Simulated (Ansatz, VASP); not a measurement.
BaTiO3 in VASP and in Ansatz

INCAR

```
SYSTEM = BaTiO3
  ALGO = Normal
  EDIFF = 1E-6
  ENCUT = 520
  GGA = PE
  ISIF = 2
  ISMEAR = -1
  LASPH = .TRUE.
  LCHARG = .FALSE.
  LREAL = .FALSE.
  LWAVE = .FALSE.
  NBANDS = 28
  NELM = 80
  PREC = Accurate
  SIGMA = 0.05
```

The input KPOINTS:

```
k-points
0
G
  5 5 5
  0 0 0
```

Contents of POSCAR:

```
BaTiO3
1.0
    3.9998000000      0.0399980000      0.0000000000
    0.0399980000      3.9998000000      0.0000000000
    0.0000000000      0.0000000000      4.0180000000
Ba Ti O
1 1 3
Direct
    0.0000000000      0.0000000000      0.0000000000
    0.5000000000      0.5000000000      0.4900000000
    0.0000000000      0.5000000000      0.5170000000
    0.5000000000      0.0000000000      0.5170000000
    0.5000000000      0.5000000000      0.0190000000
```

Contents of input.yaml:

```yaml
crystal:
  lattice:
    - [3.9998, 0.039998, 0.0]
    - [0.039998, 3.9998, 0.0]
    - [0.0, 0.0, 4.018]
  atoms:
    - { symbol: Ba, position: [0.0, 0.0, 0.0] }
    - { symbol: Ti, position: [0.5, 0.5, 0.49] }
    - { symbol: O, position: [0.0, 0.5, 0.517] }
    - { symbol: O, position: [0.5, 0.0, 0.517] }
    - { symbol: O, position: [0.5, 0.5, 0.019] }
hamiltonian:
  xc: pbe
  pseudopotentials: { kind: paw }
kpoints:
  mp_grid: { grid: [5, 5, 5] }
scf:
  occupations: { method: fermi_dirac, width: 0.05 }
output:
  forces: true
  stress: true
  eigenvalues: true
```

Alike in both runs: task single point; functional PBE; k mesh 5 × 5 × 5; occupations fermi-dirac, width 0.05 eV; no spin polarisation.

|  | VASP | Ansatz |
| --- | --- | --- |
| version | VASP 6.6.1 | Ansatz 0.2.0 |
| potentials or method | VASP PAW PBE potentials, release 64 (Ba_sv, Ti_sv, O) | Ansatz PAW |
| plane-wave cutoff (eV) | 520 | 420 |
| valence electrons in the cell | 40 | 40 |

Ansatz gave:

```
gap on the k mesh at the Fermi level (eV)                     : 1.97
least direct gap on the mesh (eV)                             : 2.01
pressure (GPa)                                                : 2.5
traceless stress, the component that is largest in VASP (GPa) : -2.44
rms of the force components (eV/Å)                            : 0.099
```

Estimate VASP's values.

gap on the k mesh at the Fermi level (eV): 1.92; least direct gap on the mesh (eV): 1.99; pressure (GPa): 4.3; traceless stress, the component that is largest in VASP (GPa): -2.51; rms of the force components (eV/Å): 0.092.

Atom by atom the forces differ by 0.016 eV/Å (rms over components).

Neither program's run includes spin-orbit coupling. Noted on Ansatz's run: odd divisions of the mesh miss points on the zone boundary, where band edges often lie, so the gap on the mesh can be too wide.
